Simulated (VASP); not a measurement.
Li5Os3: relaxation of cell and atoms with LDA

The system is Li5Os3.

```
CELL_PARAMETERS angstrom
-3.33375 3.33375 3.33375
3.33375 -3.33375 3.33375
3.33375 3.33375 -3.33375
ATOMIC_POSITIONS crystal
Li 0.00000 0.00000 0.00000
Li 0.00000 0.50000 0.50000
Li 0.50000 0.00000 0.50000
Li 0.50000 0.50000 0.00000
Li 0.50000 0.50000 0.50000
Os 0.00000 0.00000 0.50000
Os 0.00000 0.50000 0.00000
Os 0.50000 0.00000 0.00000
```

```yaml
Program: VASP 6.6.1
Task: relaxation of cell and atoms
Functional: LDA
Potentials_or_basis: VASP PAW LDA potentials, release 64 (Li_sv, Os)
Cutoff: 750 eV
k_mesh: 6 × 6 × 6
Occupations: fermi-dirac, width 0.1 eV
Spin: no spin polarisation
Dipole_correction: no
Further_INCAR_settings: ALGO = Normal; EDIFF = 1e-07; IBRION = 2; EDIFFG = -0.02; NSW = 80; ISIF = 3
```

```yaml
Relaxed_volume: 11.58 Å³/atom
Relaxed_cell: a = 4.937 Å, b = 4.937 Å, c = 4.937 Å, α = 109.47°, β = 109.47°, γ = 109.47°
Space_group_after_relaxing_to_0.1_Å: Im-3m (No. 229)
Energy_gained_by_relaxing: 659.4 meV/atom
Ionic_steps: 4
Pressure_after_relaxing: 0.3 GPa
Band_gap_on_the_k_mesh: zero (an odd number of electrons rules out a gap without spin polarisation)
```

The path:
```csv
step,energy change (eV),largest force (eV/Å),pressure (GPa),volume (Å³)
1,0.0000,0.0000,-19.69,148.20
2,-4.8208,0.0000,-11.17,104.54
3,-5.2714,0.0000,-1.32,93.86
4,-5.2754,0.0000,0.26,92.64
```

Final structure:
```yaml
crystal:
  lattice:
    - [-2.85042, 2.85042, 2.85042]
    - [2.85042, -2.85042, 2.85042]
    - [2.85042, 2.85042, -2.85042]
  atoms:
    - { symbol: Li, position: [0.00000, 0.00000, 0.00000] }
    - { symbol: Li, position: [0.00000, 0.50000, 0.50000] }
    - { symbol: Li, position: [0.50000, 0.00000, 0.50000] }
    - { symbol: Li, position: [0.50000, 0.50000, 0.00000] }
    - { symbol: Li, position: [0.50000, 0.50000, 0.50000] }
    - { symbol: Os, position: [0.00000, 0.00000, 0.50000] }
    - { symbol: Os, position: [0.00000, 0.50000, 0.00000] }
    - { symbol: Os, position: [0.50000, 0.00000, 0.00000] }
```

Levels at points of the mesh, in eV from the Fermi level:
```csv
k point,band 17,band 18,band 19,band 20,band 21,band 22
"(0.00, 0.00, 0.00)",-0.24,0.72,0.72,0.72,0.73,0.73
"(0.50, 0.00, 0.00)",-1.45,-1.15,-0.94,-0.25,0.06,0.45
"(0.50, 0.50, 0.50)",-0.56,-0.28,-0.28,-0.28,0.60,0.60
```

It took 4.1 min on 1 thread of AMD EPYC 9R45 96-Core Processor (Zen 5), on a shared host, peak memory 0.33 GiB.

Caveat: the volume moved by over 15 % at a fixed basis, so the end points are rough; spin-orbit coupling is left out, which moves the levels of the heavy elements.
